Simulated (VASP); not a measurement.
Input of a VASP 6.6.1 run:

Contents of INCAR:

```
PREC = Accurate ; ENCUT = 600
EDIFF = 1E-7 ; ISMEAR = 0
SIGMA = 0.1 ; LREAL = F
LASPH = T ; NELM = 80
ALGO = Fast ; ISIF = 3
LWAVE = F ; LCHARG = F
GGA = PE ; IBRION = 2
NSW = 100 ; EDIFFG = -0.01
```

The input KPOINTS:

```
Automatic mesh
0
Gamma
  8 8 8
```

The input POSCAR:

```
NbCd3Rh
1.0
    4.9641026542      0.0000000000      0.0000000000
    0.0000000000      4.9641026542      0.0000000000
    0.0000000000      0.0000000000      4.9641026542
Nb Cd Rh
1 3 1
Direct
    0.0000000000      0.0000000000      0.0000000000
    0.0000000000      0.5000000000      0.5000000000
    0.5000000000      0.0000000000      0.5000000000
    0.5000000000      0.5000000000      0.0000000000
    0.5000000000      0.5000000000      0.5000000000
```

Potentials or basis: VASP PAW PBE potentials, release 64 (Nb_sv, Cd, Rh_pv).

Launch:

```bash
$ cat potpaw_PBE.64/Nb_sv/POTCAR potpaw_PBE.64/Cd/POTCAR potpaw_PBE.64/Rh_pv/POTCAR > POTCAR
$ mpirun -np 1 vasp_std > vasp.out
```

Task: Estimate the relaxed volume.

Result: 24.75 Å³/atom.

Task: Predict the relaxed cell.

Result: a = 4.983 Å, b = 4.983 Å, c = 4.983 Å, α = 90.00°, β = 90.00°, γ = 90.00°.

Task: Estimate the band gap on the k mesh.

Result: Zero (bands 32 and 33 overlap by 0.59 eV).

Final structure:
```
Nb Cd Rh
1.0
     4.98301    0.00000    0.00000
     0.00000    4.98301    0.00000
     0.00000    0.00000    4.98301
Nb Cd Rh
1 3 1
Direct
  0.00000 0.00000 0.00000
  0.00000 0.50000 0.50000
  0.50000 0.00000 0.50000
  0.50000 0.50000 0.00000
  0.50000 0.50000 0.50000
```
